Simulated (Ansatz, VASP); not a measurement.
**Zr2C: VASP beside Ansatz**

```
CELL_PARAMETERS angstrom
3.37554 0.00000 0.00000
-1.68777 2.92330 0.00000
0.00000 0.00000 5.23209
ATOMIC_POSITIONS crystal
Zr 0.00000 0.00000 0.75000
Zr 0.00000 0.00000 0.25000
C 0.33333 0.66667 0.00000
```

Change from the starting cell: ordered vacancies on the anion sites of nickel arsenide (P-6m2, No. 187).

Alike in both runs: task relaxation of cell and atoms; functional PBE; k mesh 18 × 18 × 10; occupations gaussian, width 0.1 eV; no spin polarisation.

|  | VASP | Ansatz |
| --- | --- | --- |
| version | VASP 6.6.1 | Ansatz 0.2.0 |
| potentials or method | VASP PAW PBE potentials, release 64 (Zr_sv, C), cutoff 600 eV | scalar-relativistic, plane waves, PAW |
| valence electrons in the cell | 28 | 28 |

|  | VASP | Ansatz | Ansatz less VASP |
| --- | --- | --- | --- |
| gap on the k mesh at the Fermi level, each at its own relaxed structure (eV) | none | none | - |
| relaxed volume (Å³/atom) | 17.40 | 17.39 | -0.009 |
| relaxed length of the cell vector where the two differ most in proportion (Å) | 5.711 | 5.710 | -0.0014 |

A gap of «none» marks a metal or a gap that the smearing closes.
